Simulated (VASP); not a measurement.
# Mg (P6_3/mmc) in VASP: a series of runs

Mg is run at these levels: PBE; tasks: single point, relaxation of cell and atoms.

Everything below comes from runs of VASP 6.6.1. Logs are shortened: lines on timing, memory, paths and dates and some standing lists are left out, and cuts for length are marked.

### Step 1. The cell of the first run

It takes space group P6_3/mmc (No. 194, hexagonal). The conventional cell has a = 3.194 Å, b = 3.194 Å, c = 5.204 Å, α = 90.00°, β = 90.00°, γ = 120.00°. Within 4.2 Å of Mg (site symmetry -6m2) lie 12 Mg at 3.19 Å.

### Step 2. Single point, PBE

File INCAR:

```
PREC = Accurate
ENCUT = 520
EDIFF = 1E-6
ISMEAR = 0
SIGMA = 0.02
LREAL = F
LASPH = T
NELM = 60
ALGO = Normal
ISIF = 2
LWAVE = F
LCHARG = F
GGA = PE
NBANDS = 9
```

File KPOINTS:

```
regular mesh
0
Gamma
  8 8 5
```

File POSCAR:

```
Mg
1.0
    3.1942351344      0.0000000000      0.0000000000
   -1.5971175672      2.7662887721      0.0000000000
    0.0000000000      0.0000000000      5.2038200214
Mg
2
Direct
    0.3333333333      0.6666666667      0.2500000000
    0.6666666667      0.3333333333      0.7500000000
```

Potentials or basis: VASP PAW PBE potentials, release 64 (Mg).

Started as:

```
cat potpaw_PBE.64/Mg/POTCAR > POTCAR
mpirun -np 1 vasp_std > vasp.out
```

OUTCAR:

```text
PREC = Accurate
   ENCUT = 520
   EDIFF = 1E-6
   ISMEAR = 0
   LREAL = F
   LASPH = T
   NELM = 60
   ISIF = 2
   GGA = PE

 ion  position               nearest neighbor table
   1  0.333  0.667  0.250-   2 3.19   2 3.19   2 3.19   2 3.19   2 3.19   2 3.19
   2  0.667  0.333  0.750-   1 3.19   1 3.19   1 3.19   1 3.19   1 3.19   1 3.19

  LATTYP: Found a hexagonal cell.
 ALAT       =     3.1942351344
 C/A-ratio  =     1.6291286654

  Lattice vectors:

 A1 = (   3.1942351344,   0.0000000000,   0.0000000000)
 A2 = (  -1.5971175672,   2.7662887721,   0.0000000000)
 A3 = (   0.0000000000,   0.0000000000,   5.2038200214)

Analysis of symmetry for initial positions (statically):
=====================================================================
 Subroutine PRICEL returns:
 Original cell was already a primitive cell.

 Routine SETGRP: Setting up the symmetry group for a
 hexagonal supercell.

 Subroutine GETGRP returns: Found 24 space group operations
 (whereof 12 operations were pure point group operations)
 out of a pool of 24 trial point group operations.

The static configuration has the point symmetry D_3d.
 The point group associated with its full space group is D_6h.

Analysis of symmetry for dynamics (positions and initial velocities):
=====================================================================
 Subroutine PRICEL returns:
 Original cell was already a primitive cell.

 Routine SETGRP: Setting up the symmetry group for a
 hexagonal supercell.

 Subroutine GETGRP returns: Found 24 space group operations
 (whereof 12 operations were pure point group operations)
 out of a pool of 24 trial point group operations.

The dynamic configuration has the point symmetry D_3d.
 The point group associated with its full space group is D_6h.

 Subroutine INISYM returns: Found 24 space group operations
 (whereof 12 operations are pure point group operations),
 and found     1 'primitive' translations

----------------------------------------------------------------------------------------

                                     Primitive cell

  volume of cell :      45.9819

  direct lattice vectors                    reciprocal lattice vectors
     3.194235134  0.000000000  0.000000000     0.313063991  0.180747580  0.000000000
    -1.597117567  2.766288772  0.000000000     0.000000000  0.361495159  0.000000000
     0.000000000  0.000000000  5.203820021     0.000000000  0.000000000  0.192166523

  length of vectors
     3.194235134  3.194235134  5.203820021     0.361495159  0.361495159  0.192166523

  position of ions in fractional coordinates (direct lattice)
     0.333333333  0.666666667  0.250000000
     0.666666667  0.333333333  0.750000000

  ion indices of the primitive-cell ions
   primitive index   ion index
                 1           1
                 2           2

----------------------------------------------------------------------------------------

 KPOINTS: regular mesh

Automatic generation of k-mesh.
 Grid dimensions read from file:
 generate k-points for:    8    8    5

 Generating k-lattice:

  Cartesian coordinates                     Fractional coordinates (reciprocal lattice)
     0.039132999  0.022593447  0.000000000     0.125000000  0.000000000  0.000000000
     0.000000000  0.045186895  0.000000000     0.000000000  0.125000000  0.000000000
     0.000000000  0.000000000  0.038433305     0.000000000  0.000000000  0.200000000

  Length of vectors
     0.045186895  0.045186895  0.038433305

  Shift w.r.t. Gamma in fractional coordinates (k-lattice)
     0.000000000  0.000000000  0.000000000

 Subroutine IBZKPT returns following result:
 ===========================================

 Found     30 irreducible k-points:

 Following reciprocal coordinates:
            Coordinates               Weight
  0.000000  0.000000  0.000000      1.000000
  0.125000  0.000000  0.000000      6.000000
  0.250000  0.000000  0.000000      6.000000
  0.375000 -0.000000  0.000000      6.000000
  0.500000  0.000000  0.000000      3.000000
  0.125000  0.125000  0.000000      6.000000
[... 16 lines left out ...]
  0.250000  0.000000  0.400000     12.000000
  0.375000 -0.000000  0.400000     12.000000
 [... further k-points ...]
   k-points           NKPTS =     30   k-points in BZ     NKDIM =     30   number of bands    NBANDS=      9
   number of dos      NEDOS =    301   number of ions     NIONS =      2
   total plane-waves  NPLWV =  23040
   dimension x,y,z NGX =    24 NGY =   24 NGZ =   40
   dimension x,y,z NGXF=    48 NGYF=   48 NGZF=   80
   ions per type =               2
   NGX,Y,Z   is equivalent  to a cutoff of  12.49, 12.49, 12.78 a.u.
   NGXF,Y,Z  is equivalent  to a cutoff of  24.98, 24.98, 25.56 a.u.
 SYSTEM =  unknown system
   PREC   = accura    normal or accurate (medium, high low for compatibility)
   ISTART =      0    job   : 0-new  1-cont  2-samecut
   ICHARG =      2    charge: 1-file 2-atom 10-const
   ISPIN  =      1    spin polarized calculation?
   LNONCOLLINEAR =      F non collinear calculations
   LSORBIT =      F    spin-orbit coupling
   LASPH  =      T    aspherical Exc in radial PAW
   ENCUT  =  520.0 eV  38.22 Ry    6.18 a.u.   5.94  5.94  9.68*2*pi/ulx,y,z
   NELM   =     60;   NELMIN=  2; NELMDL= -5     # of ELM steps
   EDIFF  = 0.1E-05   stopping-criterion for ELM
   LREAL  =      F    real-space projection
   EDIFFG = 0.1E-04   stopping-criterion for IOM
   NSW    =      0    number of steps for IOM
   IBRION =     -1    ionic relax: 0-MD 1-quasi-New 2-CG
   NFREE  =      0    steps in history (QN), initial steepest desc. (CG)
   ISIF   =      2    stress and relaxation
   ISYM   =      2    0-nonsym 1-usesym 2-fastsym
   POTIM  = 0.5000    time-step for ionic-motion
   TEBEG  =    0.0;   TEEND  =   0.0 temperature during run
   PSTRESS=    0.0 pullay stress
   NELECT =       4.0000    total number of electrons
   NUPDOWN=      -1.0000    fix difference up-down
   EMIN   =  10.00;   EMAX   =-10.00  energy-range for DOS
   EFERMI =   0.00;   METHOD = LEGACY
   ISMEAR =     0;   SIGMA  =   0.02  broadening in eV -4-tet -1-fermi 0-gaus
   EFERMI_NEDOS =   21; number of points for ismear=-14 and -15
   IALGO  =     38    algorithm
   IMIX   =      4    mixing-type and parameters
     AMIX     =   0.40;   BMIX     =  1.00
     AMIX_MAG =   1.60;   BMIX_MAG =  1.00
  volume/ion in A,a.u.               =      22.99       155.15
  Fermi-wavevector in a.u.,A,eV,Ry     =   0.725381  1.370771  7.159073  0.526177
  Thomas-Fermi vector in A             =   1.816088
   LORBIT       =      0    0 simple, 1 ext, 2 COOP (PROOUT), +10 PAW based schemes
   GGA     = PE    functional components
   LHFCALC =     F    Hartree Fock is set to
   AEXX    =    0.0000 exact exchange contribution
   IVDW    =     0    specifies the selected vdW correction
   LEPSILON=     F    determine dielectric tensor
   LRPA    =     F    only Hartree local field effects (RPA)
 non-spin polarized calculation
 Gauss-broadening in eV      SIGMA  =   0.02
  energy-cutoff  :      520.00
  volume of cell :       45.98
 maximum number of plane-waves:      1256
 NGX is ok and might be reduce to    24
   NGX = 11   NGY = 11   NGZ = 19

 number of electron       4.0000000 magnetization

 Free energy of the ion-electron system (eV)
  ---------------------------------------------------
  ext. energy  EPLUGINS =         0.00000000
  ---------------------------------------------------
  free energy    TOTEN  =        -3.03884363 eV

  energy without entropy =       -3.03842909  energy(sigma->0) =       -3.03863636

 E-fermi :   2.5992     XC(G=0):  -8.4859

 val. band max:        2.5509049066   @ k =   0.5000   0.0000   0.4000
 cond. band min:       2.6021578119   @ k =   0.2500   0.2500   0.2000
 fundamental gap:      0.0512529052
 Fermi energy:         2.5991877028

 k-point     1 :       0.0000    0.0000    0.0000
  band No.  band energies     occupation
      1      -4.2991      2.00000
      2       0.9254      2.00000
      3       1.3550      2.00000
      4      13.5939      0.00000
      5      13.5939      0.00000
      6      13.7123      0.00000
      7      13.7123      0.00000
      8      14.4277      0.00000
      9      16.0719      0.00000

 k-point     2 :       0.1250    0.0000    0.0000
  band No.  band energies     occupation
      1      -3.9914      2.00000
      2       1.2071      2.00000
      3       1.6534      2.00000
      4      10.0348      0.00000
      5      11.8485      0.00000
      6      12.5934      0.00000
      7      14.7370      0.00000
      8      15.0867      0.00000
      9      15.7726      0.00000

 k-point     3 :       0.2500    0.0000    0.0000
  band No.  band energies     occupation
      1      -3.0742      2.00000
      2       2.0529      2.00000
      3       2.5151      2.00000
      4       6.4496      0.00000
      5      10.5588      0.00000
      6      10.6488      0.00000
      7      11.1381      0.00000
      8      12.8092      0.00000
      9      15.0340      0.00000

 k-point     4 :       0.3750   -0.0000    0.0000
  band No.  band energies     occupation
      1      -1.5652      2.00000
      2       2.9174      0.00000
      3       3.4644      0.00000
      4       4.3492      0.00000
      5       8.0240      0.00000
      6       8.3779      0.00000
      7       9.7872      0.00000
      8      11.3441      0.00000
      9      14.1567      0.00000
[... 205 lines left out ...]
 k-point    22 :       0.1250    0.0000    0.4000
  band No.  band energies     occupation
      1      -3.1062      2.00000
      2      -2.0112      2.00000
      3       6.3964      0.00000
      4       9.3348      0.00000
      5      10.8806      0.00000
      6      11.7080      0.00000
      7      12.5866      0.00000
      8      13.5046      0.00000
      9      14.1813      0.00000

 k-point    23 :       0.2500    0.0000    0.4000
  band No.  band energies     occupation
      1      -2.1975      2.00000
      2      -1.1134      2.00000
      3       6.7613      0.00000
      4       7.5672      0.00000
      5       8.2003      0.00000
      6      10.2290      0.00000
      7      11.3066      0.00000
      8      12.2447      0.00000
      9      12.7690      0.00000

 k-point    24 :       0.3750   -0.0000    0.4000
  band No.  band energies     occupation
      1      -0.7038      2.00000
      2       0.3570      2.00000
      3       4.0114      0.00000
      4       5.0308      0.00000
      5       8.6334      0.00000
      6      10.5340      0.00000
      7      10.8224      0.00000
      8      11.4703      0.00000
      9      12.1627      0.00000

 [... further k-points ...]
[... 5 lines left out ...]
  --------------------------------------------------------------------------------------
  -------------------------------------------------------------------------------------
  Total       -0.0355879     -0.0355879     -0.0301952      0.0000000     -0.0000000     -0.0000000
  in kB       -1.2400123     -1.2400123     -1.0521124      0.0000000     -0.0000000     -0.0000000
  external PRESSURE =      -1.1773790 kB  Pullay stress =       0.0000000 kB

 VOLUME and BASIS-vectors are now :
 -----------------------------------------------------------------------------
  energy-cutoff  :      520.00
  volume of cell :       45.98
      direct lattice vectors                 reciprocal lattice vectors
     3.194235134  0.000000000  0.000000000     0.313063991  0.180747580  0.000000000
    -1.597117567  2.766288772  0.000000000     0.000000000  0.361495159  0.000000000
     0.000000000  0.000000000  5.203820021     0.000000000  0.000000000  0.192166523

 POSITION                                       TOTAL-FORCE (eV/Angst)
 -----------------------------------------------------------------------------------
     -0.00000      1.84419      1.30096         0.000000      0.000000      0.000000
      1.59712      0.92210      3.90287        -0.000000     -0.000000      0.000000
 -----------------------------------------------------------------------------------
    total drift:                                0.000000     -0.000000      0.000000

  FREE ENERGIE OF THE ION-ELECTRON SYSTEM (eV)
  ---------------------------------------------------
  free  energy   TOTEN  =        -3.0388436282 eV

  energy  without entropy=       -3.0384290929  energy(sigma->0) =       -3.03863636
```

Wall time 6.5 s (1 thread of AMD EPYC 9R45 (Zen 5), shared host); peak memory 0.12 GiB.

Results:

```yaml
Free_energy: -3.0388 eV
Pressure: -0.1 GPa
Band_gap_on_the_k_mesh: zero (band 2 reaches 3.63 eV, above the bottom of band 3 at 1.35 eV)
```

### Step 3. Relaxation of cell and atoms, PBE

This run uses another cell than the first one, of 23.24 Å³/atom, 1.011 times its volume.

File INCAR:

```
ALGO = Normal
EDIFF = 1E-7
EDIFFG = -0.03
ENCUT = 600
GGA = PE
IBRION = 2
ISIF = 3
ISMEAR = 0
LASPH = T
LCHARG = F
LREAL = F
LWAVE = F
NELM = 80
NSW = 60
PREC = Accurate
SIGMA = 0.02
```

File KPOINTS:

```
k-points
0
Gamma
  8 8 5
```

File POSCAR:

```
Mg
1.0
    3.2093000000      0.0000000000      0.0000000000
   -1.6046500000      2.7793353300      0.0000000000
    0.0000000000      0.0000000000      5.2103000000
Mg
2
Direct
    0.3333333333      0.6666666667      0.2500000000
    0.6666666667      0.3333333333      0.7500000000
```

Potentials or basis: VASP PAW PBE potentials, release 64 (Mg).

Started as:

```
cat potpaw_PBE.64/Mg/POTCAR > POTCAR
mpirun -np 1 vasp_std > vasp.out
```

OUTCAR:

```text
EDIFF = 1E-7
   EDIFFG = -0.03
   ENCUT = 600
   GGA = PE
   IBRION = 2
   ISIF = 3
   ISMEAR = 0
   LASPH = T
   LREAL = F
   NELM = 80
   NSW = 60
   PREC = Accurate

 ion  position               nearest neighbor table
   1  0.333  0.667  0.250-   2 3.20   2 3.20   2 3.20   2 3.20   2 3.20   2 3.20
   2  0.667  0.333  0.750-   1 3.20   1 3.20   1 3.20   1 3.20   1 3.20   1 3.20

  LATTYP: Found a hexagonal cell.
 ALAT       =     3.2093000000
 C/A-ratio  =     1.6235004518

  Lattice vectors:

 A1 = (   3.2093000000,   0.0000000000,   0.0000000000)
 A2 = (  -1.6046500000,   2.7793353300,   0.0000000000)
 A3 = (   0.0000000000,   0.0000000000,   5.2103000000)

Analysis of symmetry for initial positions (statically):
=====================================================================
 Subroutine PRICEL returns:
 Original cell was already a primitive cell.

 Routine SETGRP: Setting up the symmetry group for a
 hexagonal supercell.

 Subroutine GETGRP returns: Found 24 space group operations
 (whereof 12 operations were pure point group operations)
 out of a pool of 24 trial point group operations.

The static configuration has the point symmetry D_3d.
 The point group associated with its full space group is D_6h.

Analysis of symmetry for dynamics (positions and initial velocities):
=====================================================================
 Subroutine PRICEL returns:
 Original cell was already a primitive cell.

 Routine SETGRP: Setting up the symmetry group for a
 hexagonal supercell.

 Subroutine GETGRP returns: Found 24 space group operations
 (whereof 12 operations were pure point group operations)
 out of a pool of 24 trial point group operations.

The dynamic configuration has the point symmetry D_3d.
 The point group associated with its full space group is D_6h.

 Subroutine INISYM returns: Found 24 space group operations
 (whereof 12 operations are pure point group operations),
[... 168 lines left out ...]
 -----------------------------------------------------------------------------------
     -0.00000      1.85289      1.30258        -0.000000      0.000000      0.000000
      1.60465      0.92645      3.90773         0.000000     -0.000000      0.000000
 -----------------------------------------------------------------------------------
    total drift:                                0.000000     -0.000000      0.000000

  FREE ENERGIE OF THE ION-ELECTRON SYSTEM (eV)
  ---------------------------------------------------
  free  energy   TOTEN  =        -3.0378330805 eV

  energy  without entropy=       -3.0374192011  energy(sigma->0) =       -3.03762614

--------------------------------------- Ionic step        2  -------------------------------------------

 number of electron       4.0000000 magnetization

 Free energy of the ion-electron system (eV)
  ---------------------------------------------------
  ext. energy  EPLUGINS =         0.00000000
  ---------------------------------------------------
  free energy    TOTEN  =        -3.03891142 eV

  energy without entropy =       -3.03849716  energy(sigma->0) =       -3.03870429

 E-fermi :   2.5991     XC(G=0):  -8.4853

 val. band max:        2.5486400122   @ k =   0.5000   0.0000   0.4000
 cond. band min:       2.6020598287   @ k =   0.2500   0.2500   0.2000
 fundamental gap:      0.0534198165
 Fermi energy:         2.5990871917

 k-point     1 :       0.0000    0.0000    0.0000
  band No.  band energies     occupation
      1      -4.2994      2.00000
      2       0.9280      2.00000
      3       1.3600      2.00000
      4      13.5843      0.00000
      5      13.5843      0.00000
      6      13.7006      0.00000
[... 199 lines left out ...]
 k-point    24 :       0.3750    0.0000    0.4000
  band No.  band energies     occupation
      1      -0.7050      2.00000
      2       0.3566      2.00000
      3       4.0076      0.00000
      4       5.0278      0.00000
      5       8.6381      0.00000
      6      10.5255      0.00000

 [... further k-points ...]
[... 5 lines left out ...]
  --------------------------------------------------------------------------------------
  -------------------------------------------------------------------------------------
  Total       -0.0450684     -0.0450684     -0.0178448      0.0000000     -0.0000000      0.0000000
  in kB       -1.5700187     -1.5700187     -0.6216463      0.0000000     -0.0000000      0.0000000
  external PRESSURE =      -1.2538946 kB  Pullay stress =       0.0000000 kB

 VOLUME and BASIS-vectors are now :
 -----------------------------------------------------------------------------
  energy-cutoff  :      600.00
  volume of cell :       45.99
      direct lattice vectors                 reciprocal lattice vectors
     3.195176289  0.000000000  0.000000000     0.312971777  0.180694339 -0.000000000
    -1.597588145  2.767103838  0.000000000     0.000000000  0.361388679 -0.000000000
     0.000000000  0.000000000  5.201852853     0.000000000  0.000000000  0.192239194

 POSITION                                       TOTAL-FORCE (eV/Angst)
 -----------------------------------------------------------------------------------
     -0.00000      1.84474      1.30046         0.000000     -0.000000      0.000000
      1.59759      0.92237      3.90139        -0.000000      0.000000      0.000000
 -----------------------------------------------------------------------------------
    total drift:                                0.000000     -0.000000      0.000000

  FREE ENERGIE OF THE ION-ELECTRON SYSTEM (eV)
  ---------------------------------------------------
  free  energy   TOTEN  =        -3.0389114241 eV

  energy  without entropy=       -3.0384971621  energy(sigma->0) =       -3.03870429

 reached required accuracy - stopping structural energy minimisation
```

Run time: 11 s. Hardware: 1 thread of AMD EPYC 9R45 (Zen 5), shared host; peak memory 0.14 GiB.

Results:

* Free energy: -3.0389 eV
* Relaxed volume: 23.00 Å³/atom
* Relaxed cell: a = 3.195 Å, b = 3.195 Å, c = 5.202 Å, α = 90.00°, β = 90.00°, γ = 120.00°
* Space group after relaxing (to 0.05 Å): P6_3/mmc (No. 194)
* Energy gained by relaxing: 0.5 meV/atom
* Ionic steps: 2
* Pressure after relaxing: -0.1 GPa
* Band gap on the k mesh: zero (band 2 reaches 3.63 eV, above the bottom of band 3 at 1.36 eV)

Step by step:
```
step  energy change (eV)  largest force (eV/Å)  pressure (GPa)  volume (Å³)
   1              0.0000                0.0000           -0.50        46.47
   2             -0.0011                0.0000           -0.13        45.99
```

Final structure:
```
CELL_PARAMETERS angstrom
3.19518 0.00000 0.00000
-1.59759 2.76710 0.00000
0.00000 0.00000 5.20185
ATOMIC_POSITIONS crystal
Mg 0.33333 0.66667 0.25000
Mg 0.66667 0.33333 0.75000
```

Levels at points of the mesh, in eV from the Fermi level:
```tsv
k point	band 1	band 2	band 3	band 4	band 5
(0.00, 0.00, 0.00)	-6.90	-1.67	-1.24	10.99	10.99
(0.50, 0.00, 0.00)	-2.11	-2.10	2.68	3.04	3.28
```
